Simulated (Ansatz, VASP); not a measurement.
Two plane-wave programs on GaP

Contents of INCAR:

```
SYSTEM = GaP
  AGGAC = 1.0
  AGGAX = 1.0
  ALDAC = 0.0
  ALDAX = 1.0
  ALGO = Normal
  EDIFF = 1E-7
  EDIFFG = -0.01
  ENCUT = 600
  GGA = B5
  IBRION = 2
  ISIF = 3
  ISMEAR = -1
  IVDW = 13
  LASPH = .True.
  LCHARG = .False.
  LREAL = .False.
  LWAVE = .False.
  NELM = 60
  NSW = 60
  PREC = Accurate
  SIGMA = 0.05
  VDW_A1 = 0.44488865
  VDW_A2 = 4.0933009
  VDW_S6 = 1.0
  VDW_S8 = 2.34076671
```

Contents of KPOINTS:

```
k-points
0
Gamma
  8 8 8
  0 0 0
```

File POSCAR:

```
GaP
1.0
    0.0000000000      2.7252500000      2.7252500000
    2.7252500000      0.0000000000      2.7252500000
    2.7252500000      2.7252500000      0.0000000000
Ga P
1 1
Direct
    0.0000000000      0.0000000000      0.0000000000
    0.7500000000      0.7500000000      0.7500000000
```

File input.yaml:

```yaml
crystal:
  lattice:
    - [0.0, 2.72525, 2.72525]
    - [2.72525, 0.0, 2.72525]
    - [2.72525, 2.72525, 0.0]
  atoms:
    - { symbol: Ga, position: [0.0, 0.0, 0.0] }
    - { symbol: P, position: [0.75, 0.75, 0.75] }
hamiltonian:
  xc: blyp
  pseudopotentials: { kind: paw }
  dispersion: d4
kpoints:
  mp_grid: { grid: [8, 8, 8] }
scf:
  occupations: { method: fermi_dirac, width: 0.05 }
output:
  forces: true
  stress: true
relax:
  f_tol: 0.01
  max_steps: 40
  cell: { stress_tol: 0.05 }
```

Alike in both runs: task relaxation of cell and atoms; functional BLYP; dispersion D4; k mesh 8 × 8 × 8; occupations fermi-dirac, width 0.05 eV; no spin polarisation.

|  | VASP | Ansatz |
| --- | --- | --- |
| version | VASP 6.6.1 | Ansatz 0.2.0 |
| potentials or method | VASP PAW PBE potentials, release 64 (Ga_d, P) | Ansatz PAW |
| plane-wave cutoff (eV) | 600 | 420 |
| valence electrons in the cell | 18 | 18 |

Ansatz gave:

* relaxed volume (Å³/atom): 20.13
* relaxed cell length with the largest relative difference (Å): 3.847

Problem. What did VASP give for the same quantities?

Solution. Relaxed volume (Å³/atom): 20.17; relaxed cell length with the largest relative difference (Å): 3.850.

VASP's potentials were made for PBE, not for BLYP.

Noted on Ansatz's run: the plane-wave basis is chosen anew once the cell has moved, so the energies of steps on either side of that aren't comparable.
